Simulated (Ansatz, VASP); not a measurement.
Two plane-wave programs on AlN

```
Al N
1.0
     2.98243    0.00000    0.00000
    -1.49121    2.58286    0.00000
     0.00000    0.00000    4.77945
Al N
2 2
Direct
  0.33333 0.66667 0.99636
  0.66667 0.33333 0.49636
  0.33333 0.66667 0.37864
  0.66667 0.33333 0.87864
```

Change from the starting cell: hydrostatic strain -4.0%.

Alike in both runs: task single point; functional PBE; k mesh 12 × 12 × 6; occupations fermi-dirac, width 0.02 eV; no spin polarisation.

|  | VASP | Ansatz |
| --- | --- | --- |
| version | VASP 6.6.1 | Ansatz 0.2.0 |
| potentials or method | VASP PAW PBE potentials, release 64 (Al, N) | plane waves, PAW |
| plane-wave cutoff (eV) | 520 | 420 |
| valence electrons in the cell | 16 | 16 |

```tsv
	VASP	Ansatz	Ansatz less VASP
gap on the k mesh at the Fermi level (eV)	5.09	5.10	+0.009
pressure (GPa)	37.2	37.3	+0.10
traceless stress, the component that is largest in VASP (GPa)	-2.21	-2.23	-0.023
rms of the force components (eV/Å)	0.003	0.004	+0.0004
```

Atom by atom the forces differ by 0.000 eV/Å (rms over components). Both programs put the cell under a high pressure, so it lies far from rest at this level.
